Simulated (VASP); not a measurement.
# TiN (Fm-3m) in VASP: vibrations by perturbation theory with LDA

Aim: the vibrations by perturbation theory of TiN with LDA.

Everything below comes from runs of VASP 6.6.1. Logs are shortened: lines on timing, memory, paths and dates and some standing lists are left out, and cuts for length are marked.

**1. The cell of the first run**

It takes space group Fm-3m (No. 225, cubic). Conventional cell: a = 4.173 Å, b = 4.173 Å, c = 4.173 Å, α = 90.00°, β = 90.00°, γ = 90.00°. Ti (site symmetry m-3m) has 6 N at 2.09 Å within 2.8 Å. N (site symmetry m-3m) has 6 Ti at 2.09 Å within 2.8 Å.

**2. Vibrations by perturbation theory, LDA**

INCAR

```
SYSTEM = TiN
ALGO = Normal
EDIFF = 1E-8
ENCUT = 520
GGA = CA
IBRION = 8
ISIF = 2
ISMEAR = -1
LASPH = .True.
LCHARG = .True.
LREAL = .False.
LWAVE = .False.
NELM = 100
NSW = 1
PREC = Accurate
SIGMA = 0.15
```

KPOINTS

```
k-points
0
Gamma
  16 16 16
  0 0 0
```

POSCAR

```
TiN
1.0
    0.0000000000      2.0865879587      2.0865879587
    2.0865879587      0.0000000000      2.0865879587
    2.0865879587      2.0865879587      0.0000000000
Ti N
1 1
Direct
    0.0000000000      0.0000000000      0.0000000000
    0.5000000000      0.5000000000      0.5000000000
```

Potentials or basis: VASP PAW LDA potentials, release 64 (Ti_sv, N).

On the command line:

```sh
cat potpaw_LDA.64/Ti_sv/POTCAR potpaw_LDA.64/N/POTCAR > POTCAR
mpirun -np 1 vasp_std > vasp.out
```

OUTCAR:

```text
SYSTEM = TiN
   EDIFF = 1E-8
   ENCUT = 520
   GGA = CA
   IBRION = 8
   ISIF = 2
   ISMEAR = -1
   LASPH = .True.
   LREAL = .False.
   NELM = 100
   NSW = 1
   PREC = Accurate

 ion  position               nearest neighbor table
   1  0.000  0.000  0.000-   2 2.09   2 2.09   2 2.09   2 2.09   2 2.09   2 2.09
   2  0.500  0.500  0.500-   1 2.09   1 2.09   1 2.09   1 2.09   1 2.09   1 2.09

  LATTYP: Found a face centered cubic cell.
 ALAT       =     4.1731759174

  Lattice vectors:

 A1 = (   0.0000000000,   2.0865879587,   2.0865879587)
 A2 = (   2.0865879587,   0.0000000000,   2.0865879587)
 A3 = (   2.0865879587,   2.0865879587,   0.0000000000)

Analysis of symmetry for initial positions (statically):
=====================================================================
 Subroutine PRICEL returns:
 Original cell was already a primitive cell.

 Routine SETGRP: Setting up the symmetry group for a
 face centered cubic supercell.

 Subroutine GETGRP returns: Found 48 space group operations
 (whereof 48 operations were pure point group operations)
 out of a pool of 48 trial point group operations.

The static configuration has the point symmetry O_h .

Analysis of symmetry for dynamics (positions and initial velocities):
=====================================================================
 Subroutine PRICEL returns:
 Original cell was already a primitive cell.

 Routine SETGRP: Setting up the symmetry group for a
 face centered cubic supercell.

 Subroutine GETGRP returns: Found 48 space group operations
 (whereof 48 operations were pure point group operations)
 out of a pool of 48 trial point group operations.

The dynamic configuration has the point symmetry O_h .

 Subroutine INISYM returns: Found 48 space group operations
 (whereof 48 operations are pure point group operations),
 and found     1 'primitive' translations

----------------------------------------------------------------------------------------

                                     Primitive cell

  volume of cell :      18.1694

  direct lattice vectors                    reciprocal lattice vectors
     0.000000000  2.086587959  2.086587959    -0.239625652  0.239625652  0.239625652
     2.086587959  0.000000000  2.086587959     0.239625652 -0.239625652  0.239625652
     2.086587959  2.086587959  0.000000000     0.239625652  0.239625652 -0.239625652

  length of vectors
     2.950880990  2.950880990  2.950880990     0.415043804  0.415043804  0.415043804

  position of ions in fractional coordinates (direct lattice)
     0.000000000  0.000000000  0.000000000
     0.500000000  0.500000000  0.500000000

  ion indices of the primitive-cell ions
   primitive index   ion index
                 1           1
                 2           2

----------------------------------------------------------------------------------------

 KPOINTS: k-points

Automatic generation of k-mesh.
 Grid dimensions read from file:
 generate k-points for:   16   16   16

 Generating k-lattice:

  Cartesian coordinates                     Fractional coordinates (reciprocal lattice)
    -0.014976603  0.014976603  0.014976603     0.062500000  0.000000000  0.000000000
     0.014976603 -0.014976603  0.014976603     0.000000000  0.062500000  0.000000000
     0.014976603  0.014976603 -0.014976603     0.000000000  0.000000000  0.062500000

  Length of vectors
     0.025940238  0.025940238  0.025940238

  Shift w.r.t. Gamma in fractional coordinates (k-lattice)
     0.000000000  0.000000000  0.000000000

 Subroutine IBZKPT returns following result:
 ===========================================

 Found    145 irreducible k-points:

 Following reciprocal coordinates:
            Coordinates               Weight
  0.000000  0.000000  0.000000      1.000000
  0.062500  0.000000  0.000000      8.000000
  0.125000  0.000000  0.000000      8.000000
  0.187500  0.000000  0.000000      8.000000
  0.250000  0.000000  0.000000      8.000000
  0.312500  0.000000  0.000000      8.000000
[... 16 lines left out ...]
 -0.125000  0.062500  0.000000     24.000000
 -0.062500  0.062500  0.000000     12.000000
 [... further k-points ...]
   k-points           NKPTS =    145   k-points in BZ     NKDIM =    145   number of bands    NBANDS=     12
   number of dos      NEDOS =    301   number of ions     NIONS =      2
   total plane-waves  NPLWV =  13824
   dimension x,y,z NGX =    24 NGY =   24 NGZ =   24
   dimension x,y,z NGXF=    48 NGYF=   48 NGZF=   48
   ions per type =               1   1
   NGX,Y,Z   is equivalent  to a cutoff of  13.52, 13.52, 13.52 a.u.
   NGXF,Y,Z  is equivalent  to a cutoff of  27.04, 27.04, 27.04 a.u.
 SYSTEM =  TiN
   PREC   = accura    normal or accurate (medium, high low for compatibility)
   ISTART =      0    job   : 0-new  1-cont  2-samecut
   ICHARG =      2    charge: 1-file 2-atom 10-const
   ISPIN  =      1    spin polarized calculation?
   LNONCOLLINEAR =      F non collinear calculations
   LSORBIT =      F    spin-orbit coupling
   LASPH  =      T    aspherical Exc in radial PAW
   ENCUT  =  520.0 eV  38.22 Ry    6.18 a.u.   5.49  5.49  5.49*2*pi/ulx,y,z
   NELM   =    100;   NELMIN=  2; NELMDL= -5     # of ELM steps
   EDIFF  = 0.1E-07   stopping-criterion for ELM
   LREAL  =      F    real-space projection
   EDIFFG = 0.1E-06   stopping-criterion for IOM
   NSW    =      1    number of steps for IOM
   IBRION =      8    ionic relax: 0-MD 1-quasi-New 2-CG
   NFREE  =      0    steps in history (QN), initial steepest desc. (CG)
   ISIF   =      2    stress and relaxation
   ISYM   =      2    0-nonsym 1-usesym 2-fastsym
   POTIM  = 0.5000    time-step for ionic-motion
   TEBEG  =    0.0;   TEEND  =   0.0 temperature during run
   PSTRESS=    0.0 pullay stress
   NELECT =      17.0000    total number of electrons
   NUPDOWN=      -1.0000    fix difference up-down
   EMIN   =  10.00;   EMAX   =-10.00  energy-range for DOS
   EFERMI =   0.00;   METHOD = LEGACY
   ISMEAR =    -1;   SIGMA  =   0.15  broadening in eV -4-tet -1-fermi 0-gaus
   EFERMI_NEDOS =   21; number of points for ismear=-14 and -15
   IALGO  =     38    algorithm
   IMIX   =      4    mixing-type and parameters
     AMIX     =   0.40;   BMIX     =  1.00
     AMIX_MAG =   1.60;   BMIX_MAG =  1.00
  volume/ion in A,a.u.               =       9.08        61.31
  Fermi-wavevector in a.u.,A,eV,Ry     =   1.601196  3.025821 34.882998  2.563828
  Thomas-Fermi vector in A             =   2.698212
   LORBIT       =      0    0 simple, 1 ext, 2 COOP (PROOUT), +10 PAW based schemes
   GGA     = CA    functional components
   LHFCALC =     F    Hartree Fock is set to
   AEXX    =    0.0000 exact exchange contribution
   IVDW    =     0    specifies the selected vdW correction
   LEPSILON=     F    determine dielectric tensor
   LRPA    =     F    only Hartree local field effects (RPA)
 non-spin polarized calculation
  energy-cutoff  :      520.00
  volume of cell :       18.17
 maximum number of plane-waves:       531
 NGX is ok and might be reduce to    24
   NGX = 11   NGY = 11   NGZ = 11

--------------------------------------- Ionic step        1  -------------------------------------------

 number of electron      16.9999996 magnetization

 Free energy of the ion-electron system (eV)
  ---------------------------------------------------
  ext. energy  EPLUGINS =         0.00000000
  ---------------------------------------------------
  free energy    TOTEN  =       -21.70160395 eV

  energy without entropy =      -21.64365549  energy(sigma->0) =      -21.67262972

 E-fermi :  11.8313     XC(G=0): -13.6408

 val. band max:       11.8311502732   @ k =   0.1250   0.0000   0.0000
 cond. band min:      11.8349270533   @ k =  -0.3750   0.4375   0.1875
 fundamental gap:      0.0037767800
 Fermi energy:        11.8313244635

 k-point     1 :       0.0000    0.0000    0.0000
  band No.  band energies     occupation
      1     -45.2175      2.00000
      2     -21.5340      2.00000
      3     -21.5340      2.00000
      4     -21.5340      2.00000
      5      -5.2737      2.00000
      6       9.7944      2.00000
      7       9.7944      2.00000
      8       9.7944      2.00000
      9      11.1672      1.97640
     10      11.1672      1.97640
     11      11.1672      1.97640
     12      12.4573      0.03034
[... 331 lines left out ...]
 k-point    24 :      -0.0625    0.0625    0.0000
  band No.  band energies     occupation
      1     -45.2049      2.00000
      2     -21.6109      2.00000
      3     -21.5535      2.00000
      4     -21.5349      2.00000
      5      -5.0522      2.00000
      6       8.6708      2.00000
      7       8.8781      2.00000
      8       9.2118      2.00000
      9      11.2930      1.94621
     10      11.6215      1.60396
     11      11.7329      1.31686
     12      12.9412      0.00122

 [... further k-points ...]

------------------------ aborting loop because EDIFF is reached ----------------------------------------

  FORCE on cell =-STRESS in cart. coord.  units (eV):
  Direction    XX          YY          ZZ          XY          YZ          ZX
  --------------------------------------------------------------------------------------
  -------------------------------------------------------------------------------------
  Total        0.1178679      0.1178679      0.1178679      0.0000000     -0.0000000      0.0000000
  in kB       10.3936020     10.3936020     10.3936020      0.0000000     -0.0000000      0.0000000
  external PRESSURE =      10.3936020 kB  Pullay stress =       0.0000000 kB

 VOLUME and BASIS-vectors are now :
 -----------------------------------------------------------------------------
  energy-cutoff  :      520.00
  volume of cell :       18.17
      direct lattice vectors                 reciprocal lattice vectors
     0.000000000  2.086587959  2.086587959    -0.239625652  0.239625652  0.239625652
     2.086587959  0.000000000  2.086587959     0.239625652 -0.239625652  0.239625652
     2.086587959  2.086587959  0.000000000     0.239625652  0.239625652 -0.239625652

 POSITION                                       TOTAL-FORCE (eV/Angst)
 -----------------------------------------------------------------------------------
      0.00000      0.00000      0.00000         0.000000      0.000000      0.000000
      2.08659      2.08659      2.08659        -0.000000     -0.000000     -0.000000
 -----------------------------------------------------------------------------------
    total drift:                                0.000000     -0.000000     -0.000000

  FREE ENERGIE OF THE ION-ELECTRON SYSTEM (eV)
  ---------------------------------------------------
  free  energy   TOTEN  =       -21.7016039549 eV

  energy  without entropy=      -21.6436554859  energy(sigma->0) =      -21.67262972

[... ionic steps 2 to 3 ...]

--------------------------------------- Ionic step        4  -------------------------------------------

------------------------ aborting loop because EDIFF is reached ----------------------------------------

[... ionic steps 5 to 6 ...]

--------------------------------------- Ionic step        7  -------------------------------------------

 Free energy of the ion-electron system (eV)
  ---------------------------------------------------
  ---------------------------------------------------
  free energy    TOTEN  =        -0.22868848 eV

  energy without entropy =       -0.22868848

------------------------ aborting loop because EDIFF is reached ----------------------------------------

 INTERNAL STRAIN TENSOR  FOR ION    2  DIRECTION 1   (eV/Angst):
 -----------------------------------------------------------------------------
     0.02917 -0.00000 -0.00000
     0.00000 -0.01521  0.00000
    -0.00000  0.00000 -0.01521

 INTERNAL STRAIN TENSOR FOR ION    2 for displacements in x,y,z  (eV/Angst):
          X           Y           Z          XY          YZ          ZX
  --------------------------------------------------------------------------------
  x     0.00000     0.00000     0.00000     0.00000     0.00000     0.00000
  y     0.00000     0.00000     0.00000     0.00000     0.00000     0.00000
  z     0.00000     0.00000     0.00000     0.00000     0.00000     0.00000

 SECOND DERIVATIVES (NOT SYMMETRIZED)
 ------------------------------------
               1X          1Y          1Z          2X          2Y          2Z
  1X   -12.186638    0.000000    0.000000   12.186638    0.000000    0.000000
  1Y     0.000000  -12.186638    0.000000    0.000000   12.186638    0.000000
  1Z     0.000000    0.000000  -12.186638    0.000000    0.000000   12.186638
  2X    12.131282    0.000000    0.000000  -12.131282    0.000000    0.000000
  2Y     0.000000   12.131282    0.000000    0.000000  -12.131282    0.000000
  2Z     0.000000    0.000000   12.131282    0.000000    0.000000  -12.131282

 Eigenvectors and eigenvalues of the dynamical matrix
 ----------------------------------------------------

   1 f  =   16.551997 THz   103.999266 2PiTHz  552.115199 cm-1    68.453530 meV
             X         Y         Z           dx          dy          dz
      0.000000  0.000000  0.000000     0.000000    0.476503    0.000000
      2.086588  2.086588  2.086588     0.000000   -0.879173    0.000000
[... 21 lines left out ...]
   6 f/i=    0.015785 THz     0.099178 2PiTHz    0.526519 cm-1     0.065280 meV
             X         Y         Z           dx          dy          dz
      0.000000  0.000000  0.000000     0.068845    0.651848   -0.585917
      2.086588  2.086588  2.086588     0.037314    0.353295   -0.317562

--------------------------------------------------------------------------------------------------------

 ELASTIC MODULI CONTR FROM IONIC RELAXATION (kBar)
 Direction    XX          YY          ZZ          XY          YZ          ZX
 --------------------------------------------------------------------------------
 XX           0.0000      0.0000      0.0000      0.0000      0.0000      0.0000
 YY           0.0000      0.0000      0.0000      0.0000      0.0000      0.0000
 ZZ           0.0000      0.0000      0.0000      0.0000      0.0000      0.0000
 XY           0.0000      0.0000      0.0000      0.0000      0.0000      0.0000
 YZ           0.0000      0.0000      0.0000      0.0000      0.0000      0.0000
 ZX           0.0000      0.0000      0.0000      0.0000      0.0000      0.0000
 --------------------------------------------------------------------------------
```

Run time: 8.7 min. Hardware: 1 thread of Intel Xeon 8259CL, shared host; peak memory 0.33 GiB.

What came out:

| Quantity | Value |
| --- | --- |
| Highest phonon frequency at Γ | 552 cm⁻¹ |

Phonon frequencies in cm⁻¹ (negative: imaginary):
| q point | frequencies |
| --- | --- |
| (0.000, 0.000, 0.000) | -1 -1 -1 552 552 552 |

Caveat: the cell stands under pressure or tension, which shifts response properties.
